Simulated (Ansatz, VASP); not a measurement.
## Gd in VASP and in Ansatz

```
Gd
1.0
     3.64833    0.00000    0.00000
    -1.82416    3.15954    0.00000
     0.00000    0.00000    5.83273
Gd
2
Cartesian
  0.0000 2.1064 1.4582
  1.8242 1.0532 4.3745
```

Alike in both runs: task single point; functional PBE; k mesh 4 × 4 × 2; occupations fermi-dirac, width 0.05 eV; collinear spin.

|  | VASP | Ansatz |
| --- | --- | --- |
| version | VASP 6.6.1 | Ansatz 0.2.0 |
| potentials or method | VASP PAW PBE potentials, release 64 (Gd), cutoff 520 eV | plane waves (420 eV) with PAW, scalar-relativistic |
| valence electrons in the cell | 36 | 36 |

Ansatz gave:

* pressure (GPa): 0.2
* net moment per atom (μB): 7.81
* size of the moment on the site where the two differ most (μB): 7.46

Q: What did VASP give for the same quantities?

A: Pressure (GPa): 0.1; net moment per atom (μB): 7.81; size of the moment on the site where the two differ most (μB): 7.06.

Site moments also hang on the region over which each program counts them.

The k mesh is coarse, so the values compare programs but aren't converged. Spin-orbit coupling is off throughout.
